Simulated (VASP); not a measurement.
Crystal: KInW2O6.

```
K In W O
1.0
     0.00000    4.04063    4.04063
     4.04063    0.00000    4.04063
     4.04063    4.04063    0.00000
K In W O
1 1 2 6
Direct
  0.00000 0.00000 0.00000
  0.50000 0.50000 0.50000
  0.25000 0.25000 0.25000
  0.75000 0.75000 0.75000
  0.50000 0.50000 0.00000
  0.00000 0.00000 0.50000
  0.00000 0.50000 0.50000
  0.50000 0.00000 0.00000
  0.50000 0.00000 0.50000
  0.00000 0.50000 0.00000
```

* Program: VASP 6.6.1
* Task: relaxation of cell and atoms
* Functional: PBE
* Potentials or basis: VASP PAW PBE potentials, release 64 (K_sv, In_d, W_sv, O)
* Cutoff: 600 eV
* k mesh: 5 × 5 × 5
* Occupations: fermi-dirac, width 0.05 eV
* Spin: no spin polarisation

At the start: pressure -7.3 GPa; volume 13.19 Å³/atom.

Q: How do energy, volume and symmetry change on relaxing?

A: Over 3 steps the energy falls by 12.2 meV/atom and the volume is 12.68 Å³/atom (-3.9 %); space group Fm-3m (No. 225, to 0.1 Å) before and after.

Step by step:
```
step  energy change (eV)  largest force (eV/Å)  pressure (GPa)  volume (Å³)
   1              0.0000                0.0000           -7.29       131.94
   2              0.0705                0.0000           10.80       120.80
   3             -0.1221                0.0000           -0.07       126.83
```

Final structure:
```cif
data_structure
_symmetry_space_group_name_H-M 'P 1'
_symmetry_Int_Tables_number 1
_cell_length_a 5.6395
_cell_length_b 5.6395
_cell_length_c 5.6395
_cell_angle_alpha 60.000
_cell_angle_beta 60.000
_cell_angle_gamma 60.000
_cell_volume 126.83
loop_
_atom_site_label
_atom_site_type_symbol
_atom_site_fract_x
_atom_site_fract_y
_atom_site_fract_z
_atom_site_occupancy
K1 K 0.00000 0.00000 0.00000 1
In1 In 0.50000 0.50000 0.50000 1
W1 W 0.25000 0.25000 0.25000 1
W2 W 0.75000 0.75000 0.75000 1
O1 O 0.50000 0.50000 0.00000 1
O2 O 0.00000 0.00000 0.50000 1
O3 O 0.00000 0.50000 0.50000 1
O4 O 0.50000 0.00000 0.00000 1
O5 O 0.50000 0.00000 0.50000 1
O6 O 0.00000 0.50000 0.00000 1
```
